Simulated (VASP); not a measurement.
Set up this calculation in VASP 6.6.1, as the native input.

```
Task                               : relaxation of cell and atoms
Functional                         : PBEsol-based global hybrid
Potentials or basis                : VASP PAW PBE potentials, release 64 (Te, Sn_d)
Cutoff                             : 600 eV
k mesh                             : 4 × 4 × 4
Occupations                        : fermi-dirac, width 0.05 eV
Spin                               : no spin polarisation
Dipole correction                  : no
Grid for exact exchange (PRECFOCK) : Normal
Share of exact exchange            : 0.25
Further INCAR settings             : ALGO = Normal; EDIFF = 1e-06; IBRION = 2; EDIFFG = -0.01; NSW = 60; ISIF = 3
```

Crystal: SnTe.

```xyz
2
Lattice="0.0000 3.1509 3.1509 3.1509 0.0000 3.1509 3.1509 3.1509 0.0000" Properties=species:S:1:pos:R:3 pbc="T T T"
Te    3.1509    3.1509    3.1509
Sn    0.0000    0.0000    0.0000
```

One way to write it, as run:

POSCAR

```
SnTe
1.0
    0.0000000000      3.1508500000      3.1508500000
    3.1508500000      0.0000000000      3.1508500000
    3.1508500000      3.1508500000      0.0000000000
Te Sn
1 1
Direct
    0.5000000000      0.5000000000      0.5000000000
    0.0000000000      0.0000000000      0.0000000000
```

INCAR.step1

```
PREC = Accurate
ENCUT = 600
EDIFF = 1E-5
ISMEAR = -1
SIGMA = 0.05
LREAL = False
LASPH = True
NELM = 80
ALGO = Normal
LWAVE = True
LCHARG = False
GGA = PE
NBANDS = 17
LUSENCCL = False
```

INCAR.step2

```
PREC = Accurate
ENCUT = 600
EDIFF = 1E-6
ISMEAR = -1
SIGMA = 0.05
LREAL = False
LASPH = True
NELM = 80
ALGO = Normal
ISIF = 3
LWAVE = False
LCHARG = False
GGA = PS
LHFCALC = True
AEXX = 0.25
PRECFOCK = Normal
IBRION = 2
NSW = 60
EDIFFG = -0.01
ISTART = 1
LUSENCCL = False
```

KPOINTS

```
Automatic mesh
0
Gamma
  4 4 4
```

Potentials or basis: VASP PAW PBE potentials, release 64 (Te, Sn_d).

The run is started by

```sh
$ cat potpaw_PBE.64/Te/POTCAR potpaw_PBE.64/Sn_d/POTCAR > POTCAR
$ cp INCAR.step1 INCAR
$ mpirun -np 1 vasp_std > vasp.out
$ cp INCAR.step2 INCAR
$ mpirun -np 1 vasp_std > vasp.out
```

It gave:

| Item | Value |
| --- | --- |
| Relaxed volume | 30.16 Å³/atom |
| Relaxed cell | a = 4.402 Å, b = 4.402 Å, c = 4.402 Å, α = 60.00°, β = 60.00°, γ = 60.00° |
| Space group after relaxing (to 0.05 Å) | Fm-3m (No. 225) |
| Energy gained by relaxing | 6.5 meV/atom |
| Ionic steps | 3 |
| Pressure after relaxing | 0.0 GPa |
| Band gap on the k mesh | 0.80 eV, direct |

Caveat: the k points lie up to 0.44 Å⁻¹ apart in the final cell; the PAW data sets were made with another functional, which shifts forces and pressure a little; spin-orbit coupling is left out, which moves the levels of the heavy elements.

Run time: 15 min on 1 × NVIDIA H100 80GB with 1 thread of AMD EPYC 7R13 Processor (Zen 3), on a shared host, peak memory 1.2 GiB.
